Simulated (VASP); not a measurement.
**Cr: single point with PBE+U**

Cr:

```
CELL_PARAMETERS angstrom
2.88390 0.00000 0.00000
0.00000 2.88390 0.00000
0.00000 0.00000 2.88390
ATOMIC_POSITIONS crystal
Cr 0.00000 0.00000 0.00000
Cr 0.50000 0.50000 0.50000
```

```json
{
 "Program": "VASP 6.6.1",
 "Task": "single point",
 "Functional": "PBE",
 "Potentials or basis": "VASP PAW PBE potentials, release 64 (Cr_pv)",
 "Cutoff": "520 eV",
 "k mesh": "10 × 10 × 10",
 "Occupations": "gaussian, width 0.1 eV",
 "Spin": "collinear spin, ferromagnetic start",
 "Starting moments": "[3.0, 3.0] μB",
 "Hubbard terms": "Cr d U = 2.3 eV"
}
```

The pressure is -5.2 GPa and the band gap on the k mesh is zero (filled and empty bands overlap). The net moment is 0.00 μB per cell. The valence electrons inside the program's atomic spheres are Cr 10.97.

Levels at points of the mesh, in eV from the Fermi level:
Spin up:
| k point | band 10 | band 11 | band 12 | band 13 | band 14 | band 15 |
| --- | --- | --- | --- | --- | --- | --- |
| (0.00, 0.00, 0.00) | -0.98 | -0.98 | -0.98 | 1.46 | 1.46 | 2.19 |
| (0.50, 0.00, 0.00) | -1.35 | -0.49 | -0.49 | -0.49 | -0.49 | 0.53 |
| (0.50, 0.50, 0.00) | -2.43 | 0.98 | 0.98 | 1.30 | 1.30 | 1.79 |
| (0.50, 0.50, 0.50) | -2.33 | -2.33 | -2.33 | 1.84 | 1.84 | 1.84 |
Spin down:
```csv
k point,band 9,band 10,band 11,band 12,band 13,band 14,band 15,band 16
"(0.00, 0.00, 0.00)",-3.75,-0.98,-0.98,-0.98,1.46,1.46,2.19,2.19
"(0.50, 0.00, 0.00)",-1.35,-1.35,-0.50,-0.50,-0.50,-0.50,0.53,0.53
"(0.50, 0.50, 0.00)",-2.43,-2.43,0.98,0.98,1.30,1.30,1.78,1.78
"(0.50, 0.50, 0.50)",-2.33,-2.33,-2.33,-2.33,1.84,1.84,1.84,1.84
```

Eigenvalues of the final occupation matrices:
```csv
site,spin,trace,eigenvalues
site 1 d,1,2.08,0.29 0.29 0.50 0.50 0.50
site 1 d,2,2.09,0.29 0.29 0.50 0.50 0.50
site 2 d,1,2.08,0.29 0.29 0.50 0.50 0.50
site 2 d,2,2.09,0.29 0.29 0.50 0.50 0.50
```

Wall time 76 s on 1 thread of Intel Xeon 8259CL, with other jobs on the host, peak memory 0.17 GiB.

Caveat: the starting moments collapsed, and a magnetic state may lie lower; the U is typed as a test and isn't derived for this compound. The state reached can hang on the start; a lower one may exist.
